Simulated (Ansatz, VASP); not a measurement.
# Cu in VASP and in Ansatz

INCAR

```
  PREC = Accurate
  ENCUT = 520
  EDIFF = 1E-7
  ISMEAR = 0
  SIGMA = 0.15
  LREAL = False
  LASPH = True
  NELM = 60
  ALGO = Fast
  ISIF = 2
  LWAVE = False
  LCHARG = False
  NBANDS = 12
```

KPOINTS

```
regular mesh
0
Gamma
  22 22 22
```

The input POSCAR:

```
Cu
1.0
    0.0000000000      1.8617250000      1.7532750000
    1.8617250000      0.0000000000      1.7532750000
    1.8617250000      1.8617250000      0.0000000000
Cu
1
Direct
    0.0000000000      0.0000000000      0.0000000000
```

Input for Ansatz:

```yaml
crystal:
  lattice:
    - [0.0, 1.861725, 1.753275]
    - [1.861725, 0.0, 1.753275]
    - [1.861725, 1.861725, 0.0]
  atoms:
    - { symbol: Cu, position: [0.0, 0.0, 0.0] }
basis:
  ecutwfc: 420
kpoints:
  mp_grid: { grid: [22, 22, 22] }
hamiltonian:
  xc: lda
scf:
  occupations: { method: gaussian, width: 0.15 }
output:
  forces: true
  stress: true
  eigenvalues: true
```

Change from the starting cell: strain +0.030 along x and y, -0.030 along z, atoms carried along.

Alike in both runs: task single point; functional LDA; k mesh 22 × 22 × 22; occupations gaussian, width 0.15 eV; no spin polarisation.

|  | VASP | Ansatz |
| --- | --- | --- |
| version | VASP 6.6.1 | Ansatz 0.2.0 |
| potentials or method | VASP PAW LDA potentials, release 64 (Cu), cutoff 520 eV | scalar-relativistic, plane waves, PAW |
| valence electrons in the cell | 11 | 19 |

Ansatz gave:

| Quantity | Value |
| --- | --- |
| gap on the k mesh at the Fermi level (eV) | none |
| pressure (GPa) | -15.7 |
| traceless stress, the component that is largest in VASP (GPa) | 1.70 |

Problem. Estimate VASP's values.

Solution. gap on the k mesh at the Fermi level (eV): none; pressure (GPa): -14.9; traceless stress, the component that is largest in VASP (GPa): 1.70.

LDA's correlation is that of Perdew and Zunger in VASP and of Perdew and Wang (1992) in Ansatz. A gap of «none» marks a metal or a gap that the smearing closes. VASP's potentials hold 11 valence electrons a cell and Ansatz's 19, so a difference there can come from the potentials and not from the codes.
